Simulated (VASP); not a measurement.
Runs of VASP 6.6.1 on Sn. The structure is that of space group Fd-3m (No. 227), or close to it. The cells are those of the table. 

```csv
level,cell,k mesh,grid for exact exchange (PRECFOCK),screening parameter,gap on the mesh (eV),pressure (GPa)
PBE,"a = 4.593 Å, angles 60.0°, 2 atoms",6 × 6 × 6,-,-,none,3.1
HSE06,"a = 4.593 Å, angles 60.0°, 2 atoms",4 × 4 × 4,Normal,0.2079 1/Å,none,(b)
r2SCAN,"a = 4.566 Å, angles 61.1°, 2 atoms",6 × 6 × 6,-,-,none,1.2
r2SCAN,"a = 4.593 Å, angles 60.0°, 2 atoms",6 × 6 × 6,-,-,none,(a)
PBE,"a = 4.541, b = 4.541, c = 4.434 Å, angles 60.8, 60.8, 58.5°, 2 atoms",6 × 6 × 6,-,-,none,6.5
PBE,"a = 4.566 Å, angles 61.1°, 2 atoms",6 × 6 × 6,-,-,none,2.7
r2SCAN,"a = 4.541, b = 4.541, c = 4.434 Å, angles 60.8, 60.8, 58.5°, 2 atoms",6 × 6 × 6,-,-,none,5.0
```

Alike in all rows: task single point; potentials or basis VASP PAW PBE potentials, release 64 (Sn_d); no spin polarisation; cutoff (eV) 520; smearing fermi-dirac 0.02 eV.

**Question.** Fill in the values left out.

**Answer.** (a) 1.5; (b) 1.8.

Caveats: some runs use coarse meshes; spin-orbit coupling is left out, which moves the levels of the heavy elements; the PAW data sets were made with another functional, which shifts forces and pressure a little (some runs).

A k mesh can miss the band edges, and the runs leave out spin-orbit coupling on Sn.

A gap of «none» marks levels without a gap at the run's occupations.
